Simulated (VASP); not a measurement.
# Te2Mo in VASP: notebook, part 2 of 4

VASP 6.6.1.

### Step 3. Single point, RPBE+D3(BJ)

This run uses another cell than the first one, of 18.88 Å³/atom, 0.651 times its volume.

INCAR reads:

```
SYSTEM = Te2Mo
PREC = Accurate ; ENCUT = 520
EDIFF = 1E-6 ; ISMEAR = -1
SIGMA = 0.05 ; LREAL = .FALSE.
LASPH = .TRUE. ; NELM = 80
ALGO = Normal ; ISIF = 2
LWAVE = .FALSE. ; LCHARG = .TRUE.
GGA = RP ; IVDW = 12
LELF = .TRUE. ; LVHAR = .TRUE.
NBANDS = 64
```

KPOINTS reads:

```
regular mesh
0
G
  3 6 2
  0 0 0
```

POSCAR reads:

```
Te2Mo
1.0
    5.9420922400      0.0000000000     -0.2407837886
    0.0000000000      3.1620550717      0.0000000000
   -1.0776863049      0.0000000000     12.1021644481
Te Mo
8 4
Direct
    0.0304699820      0.5000000000      0.3815616555
    0.9695303122      0.0000000000      0.6184381603
    0.5391276232      0.0000000000      0.3302429366
    0.4608731642      0.5000000000      0.6697565797
    0.1018235472      0.0000000000      0.1710351832
    0.8981753060      0.5000000000      0.8289650133
    0.6033836215      0.5000000000      0.1186301243
    0.3966151822      0.0000000000      0.8813695337
    0.3156212716      0.0000000000      0.5043747841
    0.6843795751      0.5000000000      0.4956247595
    0.1884814948      0.5000000000      0.0106787492
    0.8115179099      0.0000000000      0.9893215107
```

Potentials or basis: VASP PAW PBE potentials, release 64 (Te, Mo_sv).

On the command line:

```sh
cat potpaw_PBE.64/Te/POTCAR potpaw_PBE.64/Mo_sv/POTCAR > POTCAR
mpirun -np 1 vasp_std > vasp.out
```

OUTCAR:

```text
SYSTEM = Te2Mo
   PREC = Accurate
   ENCUT = 520
   EDIFF = 1E-6
   ISMEAR = -1
   LREAL = .FALSE.
   LASPH = .TRUE.
   NELM = 80
   ISIF = 2
   GGA = RP
   IVDW = 12
 IVDW          = 12

 ion  position               nearest neighbor table
   1  0.030  0.500  0.382-  10 2.63   9 2.64   9 2.64   5 3.08   5 3.08   3 3.31   3 3.31   2 3.34
                             2 3.34   3 3.54   3 3.54
   2  0.970  0.000  0.618-   9 2.63  10 2.64  10 2.64   6 3.08   6 3.08   4 3.31   4 3.31   1 3.34
                             1 3.34   4 3.54   4 3.54
   3  0.539  0.000  0.330-  10 2.61  10 2.61   9 2.64   5 3.03   7 3.08   7 3.08   1 3.31   1 3.31
                             1 3.54   1 3.54
   4  0.461  0.500  0.670-   9 2.61   9 2.61  10 2.64   6 3.03   8 3.08   8 3.08   2 3.31   2 3.31
                             2 3.54   2 3.54
   5  0.102  0.000  0.171-  11 2.61  11 2.61  12 2.62   3 3.03   1 3.08   1 3.08   7 3.35   7 3.35
                             7 3.51   7 3.51
   6  0.898  0.500  0.829-  12 2.61  12 2.61  11 2.62   4 3.03   2 3.08   2 3.08   8 3.35   8 3.35
                             8 3.51   8 3.51
   7  0.603  0.500  0.119-  11 2.64  12 2.65  12 2.65   3 3.08   3 3.08   5 3.35   5 3.35   8 3.38
                             8 3.38   5 3.51   5 3.51
   8  0.397  0.000  0.881-  12 2.64  11 2.65  11 2.65   4 3.08   4 3.08   6 3.35   6 3.35   7 3.38
                             7 3.38   6 3.51   6 3.51
   9  0.316  0.000  0.504-   4 2.61   4 2.61   2 2.63   1 2.64   1 2.64   3 2.64  10 2.72  10 2.72

  10  0.684  0.500  0.496-   3 2.61   3 2.61   1 2.63   2 2.64   2 2.64   4 2.64   9 2.72   9 2.72

  11  0.188  0.500  0.011-   5 2.61   5 2.61   6 2.62   7 2.64   8 2.65   8 2.65  12 2.73  12 2.73

  12  0.812  0.000  0.989-   6 2.61   6 2.61   5 2.62   8 2.64   7 2.65   7 2.65  11 2.73  11 2.73

  LATTYP: Found a simple monoclinic cell.
 ALAT       =     5.9469687255
 B/A-ratio  =     0.5317087104
 C/A-ratio  =     2.0430665998
 COS(beta)  =    -0.1289542489

  Lattice vectors:

 A1 = (   5.9420922400,   0.0000000000,  -0.2407837886)
 A2 = (   0.0000000000,   3.1620550717,   0.0000000000)
 A3 = (  -1.0776863049,   0.0000000000,  12.1021644481)

Analysis of symmetry for initial positions (statically):
[... 173 lines left out ...]
 NGX is ok and might be reduce to    48
   NGX = 23   NGY = 11   NGZ = 45

 number of electron     104.0000003 magnetization

 Free energy of the ion-electron system (eV)
  ---------------------------------------------------
  ext. energy  EPLUGINS =         0.00000000
  ---------------------------------------------------
  free energy    TOTEN  =       -58.88759121 eV

  energy without entropy =      -58.85312754  energy(sigma->0) =      -58.87035937

 E-fermi :  12.9490     XC(G=0): -11.9232

 val. band max:       12.9435396533   @ k =   0.0000   0.1667   0.0000
 cond. band min:      12.9583811902   @ k =   0.3333   0.1667   0.5000
 fundamental gap:      0.0148415369
 Fermi energy:        12.9490094965

 k-point     1 :       0.0000    0.0000    0.0000
  band No.  band energies     occupation
      1     -47.9888      2.00000
      2     -47.9609      2.00000
      3     -47.8639      2.00000
      4     -47.8413      2.00000
      5     -22.4747      2.00000
      6     -22.4432      2.00000
[... 1061 lines left out ...]
     63      15.6837      0.00000
     64      15.6837      0.00000

------------------------ aborting loop because EDIFF is reached ----------------------------------------

 Edisp (eV)  -45.07980

 E8    (eV) :   -30.3578

  FORCE on cell =-STRESS in cart. coord.  units (eV):
  Direction    XX          YY          ZZ          XY          YZ          ZX
  --------------------------------------------------------------------------------------
  -------------------------------------------------------------------------------------
  Total      -0.14874    -0.24500    -0.33629     0.00000     0.00000    -0.00722
  in kB      -1.05184    -1.73251    -2.37806     0.00000     0.00000    -0.05103
  external pressure =       -1.72 kB  Pullay stress =        0.00 kB

 VOLUME and BASIS-vectors are now :
 -----------------------------------------------------------------------------
  energy-cutoff  :      520.00
  volume of cell :      226.57
      direct lattice vectors                 reciprocal lattice vectors
     5.942092240  0.000000000 -0.240783789     0.168900355  0.000000000  0.015040417
     0.000000000  3.162055072  0.000000000     0.000000000  0.316250026  0.000000000
    -1.077686305  0.000000000 12.102164448     0.003360429  0.000000000  0.082929090

 POSITION                                       TOTAL-FORCE (eV/Angst)
 -----------------------------------------------------------------------------------
     -0.23015      1.58103      4.61039        -0.001184      0.000000     -0.006787
      5.09456      0.00000      7.25099         0.001184      0.000000      0.006787
      2.84765      0.00000      3.86684         0.001321      0.000000     -0.002181
      2.01676      1.58103      7.99453        -0.001321      0.000000      0.002181
      0.42072      0.00000      2.04538        -0.005039      0.000000      0.000916
      4.44368      1.58103      9.81600         0.005039      0.000000     -0.000916
      3.45752      1.58103      1.29040         0.000215      0.000000      0.007075
      1.40688      0.00000     10.57098        -0.000215      0.000000     -0.007075
      1.33189      0.00000      6.02803        -0.028627      0.000000      0.004357
      3.53252      1.58103      5.83334         0.028627      0.000000     -0.004357
      1.10847      1.58103      0.08385         0.024929      0.000000     -0.000406
      3.75594      0.00000     11.77753        -0.024929      0.000000      0.000406
 -----------------------------------------------------------------------------------
    total drift:                               -0.002720      0.000000      0.022796

  FREE ENERGIE OF THE ION-ELECTRON SYSTEM (eV)
  ---------------------------------------------------
  free  energy   TOTEN  =      -103.9673962075 eV

  energy  without entropy=     -103.9329325351  energy(sigma->0) =     -103.95016437
```

It took 3.1 min on 1 thread of Intel Xeon Platinum 8488C (Sapphire Rapids), shared host; peak memory 0.42 GiB.

Results:

```yaml
Free_energy: -103.9674 eV
Pressure: -0.2 GPa
Largest_force: 0.029 eV/Å
Band_gap_on_the_k_mesh: zero (band 52 reaches 13.70 eV, above the bottom of band 53 at 12.90 eV)
Dispersion_energy_per_atom: -3.757 eV
```

Forces in eV/Å, atoms in the order of the input:
```
Te  -0.001  0.000 -0.007
Te   0.001  0.000  0.007
Te   0.001  0.000 -0.002
Te  -0.001  0.000  0.002
Te  -0.005  0.000  0.001
Te   0.005  0.000 -0.001
Te   0.000  0.000  0.007
Te   0.000  0.000 -0.007
Mo  -0.029  0.000  0.004
Mo   0.029  0.000 -0.004
Mo   0.025  0.000  0.000
Mo  -0.025  0.000  0.000
```

Stress tensor (GPa, compression positive):
```
-0.11  0.00 -0.01
 0.00 -0.17  0.00
-0.01  0.00 -0.24
```

Caveat: the PAW data sets were made with another functional, which shifts forces and pressure a little; spin-orbit coupling is left out, which moves the levels of the heavy elements; pairwise dispersion overbinds metals, which lowers pressure and volume.

### Step 4. Single point, revPBE

This run uses another cell than the first one, of 37.74 Å³/atom, 1.301 times its volume.

INCAR reads:

```
SYSTEM = Te2Mo
  ALGO = Normal
  EDIFF = 1E-7
  ENCUT = 520
  GGA = RE
  ISIF = 2
  ISMEAR = -1
  LASPH = .TRUE.
  LCHARG = .FALSE.
  LREAL = .FALSE.
  LWAVE = .FALSE.
  NBANDS = 64
  NELM = 80
  PREC = Accurate
  SIGMA = 0.05
```

KPOINTS reads:

```
k-points
0
G
  3 6 2
  0 0 0
```

POSCAR reads:

```
Te2Mo
1.0
    6.4043999739      0.0000000000      0.0298000896
    0.0000000000      3.4895707991      0.0000000000
   -0.4842807659      0.0000000000     20.2611360531
Te Mo
8 4
Direct
    0.0652932507      0.5000000000      0.4267723574
    0.9342769384      0.0000000000      0.5733049924
    0.5741146559      0.0000000000      0.3979007625
    0.4254554904      0.5000000000      0.6021765728
    0.0869975393      0.0000000000      0.1020986112
    0.9134319252      0.5000000000      0.8978237140
    0.5746442662      0.5000000000      0.0732274890
    0.4257849579      0.0000000000      0.9266948257
    0.3192129391      0.0000000000      0.5045509913
    0.6803574734      0.5000000000      0.4955263670
    0.1813365789      0.5000000000      0.0044709374
    0.8190929746      0.0000000000      0.9954513693
```

On the command line:

```sh
cat potpaw_PBE.64/Te/POTCAR potpaw_PBE.64/Mo_sv/POTCAR > POTCAR
mpirun -np 1 vasp_std > vasp.out
```

Run time: 19 min. Hardware: 1 thread of AMD EPYC 7R43 (Zen 3), shared host; peak memory 0.67 GiB.

Results (log left out):

```yaml
Free_energy: -67.9213 eV
Pressure: 0.0 GPa
Largest_force: 0.006 eV/Å
Band_gap_on_the_k_mesh: zero (band 52 reaches 4.20 eV, above the bottom of band 53 at 3.98 eV)
```

Forces on the atoms (eV/Å):
```
Te   0.000  0.000 -0.006
Te   0.000  0.000  0.006
Te   0.000  0.000  0.005
Te   0.000  0.000 -0.005
Te   0.000  0.000 -0.005
Te   0.000  0.000  0.005
Te   0.000  0.000  0.006
Te   0.000  0.000 -0.006
Mo  -0.004  0.000  0.003
Mo   0.004  0.000 -0.003
Mo   0.004  0.000  0.003
Mo  -0.004  0.000 -0.003
```

Levels at points of the mesh, in eV from the Fermi level:
```tsv
k point	band 50	band 51	band 52	band 53	band 54	band 55
(0.00, 0.00, 0.00)	-0.29	0.22	0.22	0.65	0.66	1.08
(0.00, 0.50, 0.00)	-1.38	-1.38	-1.38	1.17	1.17	1.17
(0.00, 0.00, 0.50)	-0.30	0.22	0.22	0.65	0.65	1.08
(0.00, 0.50, 0.50)	-1.38	-1.38	-1.38	1.17	1.17	1.17
```

Caveat: the PAW data sets were made with another functional, which shifts forces and pressure a little; spin-orbit coupling is left out, which moves the levels of the heavy elements.

(Continued in part 3 of 4.)
